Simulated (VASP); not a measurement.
Here is a VASP 6.6.1 calculation.

INCAR

```
PREC     = Accurate       # precision mode
ENCUT    = 600            # plane-wave cutoff, eV
EDIFF    = 1E-6           # SCF threshold, eV
ISMEAR   = 0              # smearing method
SIGMA    = 0.1            # smearing width, eV
LREAL    = F              # projectors in reciprocal space
LASPH    = T              # aspherical terms in the spheres
NELM     = 100            # most SCF steps
ALGO     = Normal         # electronic algorithm
ISIF     = 3              # what is computed and relaxed
LWAVE    = F              # write WAVECAR
LCHARG   = F              # write CHGCAR
GGA      = PE             # functional
IBRION   = 2              # ionic algorithm
NSW      = 100            # ionic steps
EDIFFG   = -0.01          # ionic threshold
```

The input KPOINTS:

```
regular mesh
0
Gamma
  12 12 8
```

POSCAR

```
NaCuH4
1.0
    3.1689092475      0.0000000000      0.0000000000
    0.0000000000      3.1689092475      0.0000000000
    0.0000000000      0.0000000000      5.0388643034
Na Cu H
1 1 4
Direct
    0.0000000000      0.0000000000      0.0000000000
    0.5000000000      0.5000000000      0.5000000000
    0.5000000000      0.0000000000      0.3330480349
    0.0000000000      0.5000000000      0.6669519651
    0.5000000000      0.0000000000      0.6669519651
    0.0000000000      0.5000000000      0.3330480349
```

Potentials or basis: VASP PAW PBE potentials, release 64 (Na_pv, Cu, H).

The run is started by

```bash
$ cat potpaw_PBE.64/Na_pv/POTCAR potpaw_PBE.64/Cu/POTCAR potpaw_PBE.64/H/POTCAR > POTCAR
$ mpirun -np 1 vasp_std > vasp.out
```

(1) What does it give for the band gap on the k mesh?

(2) Estimate the relaxed volume.

(3) Predict the space group after relaxing (to 0.1 Å).

(4) What does it give for the relaxed cell?

Results:

(1) zero (bands 11 and 12 overlap by 2.26 eV).

(2) 8.40 Å³/atom.

(3) P4/mmm (No. 123).

(4) a = 3.168 Å, b = 3.168 Å, c = 5.019 Å, α = 90.00°, β = 90.00°, γ = 90.00°.
